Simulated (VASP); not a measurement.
Set up this calculation in VASP 6.6.1, as the native input.

```
Task                   : single point
Functional             : PBE
Potentials or basis    : VASP PAW PBE potentials, release 64 (Pt)
Cutoff                 : 520 eV
k mesh                 : 6 × 6 × 4
Occupations            : gaussian, width 0.1 eV
Spin                   : no spin polarisation
Dipole correction      : no
Further INCAR settings : ALGO = Normal; EDIFF = 1e-06; NBANDS = 28
```

The structure of Pt lies in POSCAR:

```
Pt
1.0
    1.5794096832     -5.0102119859      0.0000000000
    1.5794096832      5.0102119859      0.0000000000
    0.0000000000      0.0000000000      4.1799482854
Pt
4
Direct
    0.0980000000      0.9020000000      0.9100000000
    0.5980000000      0.4020000000      0.5900000000
    0.9020000000      0.0980000000      0.0900000000
    0.4020000000      0.5980000000      0.4100000000
```

One way to write it, as run:

INCAR

```
SYSTEM = Pt
PREC     = Accurate       ! precision mode
ENCUT    = 520            ! plane-wave cutoff, eV
EDIFF    = 1E-6           ! SCF threshold, eV
ISMEAR   = 0              ! smearing method
SIGMA    = 0.1            ! smearing width, eV
LREAL    = .False.        ! projectors in reciprocal space
LASPH    = .True.         ! aspherical terms in the spheres
NELM     = 100            ! most SCF steps
ALGO     = Normal         ! electronic algorithm
ISIF     = 2              ! what is computed and relaxed
LWAVE    = .False.        ! write WAVECAR
LCHARG   = .False.        ! write CHGCAR
GGA      = PE             ! functional
NBANDS   = 28             ! bands
```

KPOINTS

```
regular mesh
0
Gamma
  6 6 4
  0 0 0
```

Potentials or basis: VASP PAW PBE potentials, release 64 (Pt).

Launch:

```console
$ cat potpaw_PBE.64/Pt/POTCAR > POTCAR
$ mpirun -np 1 vasp_std > vasp.out
```

It gave:

The pressure is 141.3 GPa. The largest force is 18.976 eV/Å. The band gap on the k mesh is zero (band 20 reaches 11.72 eV, above the bottom of band 21 at 10.38 eV).

Caveat: the k points lie up to 0.38 Å⁻¹ apart; spin-orbit coupling is left out, which moves the levels of the heavy elements; forces of over 1 eV/Å act on the atoms, so gaps and moduli don't describe the material at rest.

It took 29 s on 1 thread of Intel(R) Xeon(R) 6975P-C (Granite Rapids) (shared host), peak memory 0.23 GiB.
